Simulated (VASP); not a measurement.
Write the native input for VASP 6.6.1 that does the following.

| Quantity | Value |
| --- | --- |
| Task | relaxation of cell and atoms |
| Functional | LDA |
| Potentials or basis | VASP PAW LDA potentials, release 64 (Nb_sv) |
| Cutoff | 600 eV |
| k mesh | 9 × 9 × 9 |
| Occupations | fermi-dirac, width 0.05 eV |
| Spin | no spin polarisation |
| Dipole correction | no |
| Further INCAR settings | ALGO = Normal; EDIFF = 1e-06; IBRION = 2; EDIFFG = -0.01; NSW = 60; ISIF = 3 |

The structure of Nb lies in POSCAR:

```
Nb
1.0
   -1.6639500000      1.6639500000      1.6639500000
    1.6639500000     -1.6639500000      1.6639500000
    1.6639500000      1.6639500000     -1.6639500000
Nb
1
Direct
    0.0000000000      0.0000000000      0.0000000000
```

These files were run (other wordings do the same):

INCAR

```
PREC = Accurate
ENCUT = 600
EDIFF = 1E-6
ISMEAR = -1
SIGMA = 0.05
LREAL = F
LASPH = T
NELM = 100
ALGO = Normal
ISIF = 3
LWAVE = F
LCHARG = F
IBRION = 2
NSW = 60
EDIFFG = -0.01
```

KPOINTS

```
regular mesh
0
Gamma
  9 9 9
```

Potentials or basis: VASP PAW LDA potentials, release 64 (Nb_sv).

Command:

```console
$ cat potpaw_LDA.64/Nb_sv/POTCAR > POTCAR
$ mpirun -np 1 vasp_std > vasp.out
```

It gave:

```json
{
 "Relaxed volume": "17.09 Å³/atom",
 "Relaxed cell": "a = 2.811 Å, b = 2.811 Å, c = 2.811 Å, α = 109.47°, β = 109.47°, γ = 109.47°",
 "Space group after relaxing (to 0.05 Å)": "Im-3m (No. 229)",
 "Energy gained by relaxing": "55.8 meV/atom",
 "Ionic steps": "7",
 "Pressure after relaxing": "0.0 GPa"
}
```

Run time: 15 s on 1 thread of Intel(R) Xeon(R) Platinum 8488C (Sapphire Rapids), with other jobs on the host, peak memory 0.14 GiB.
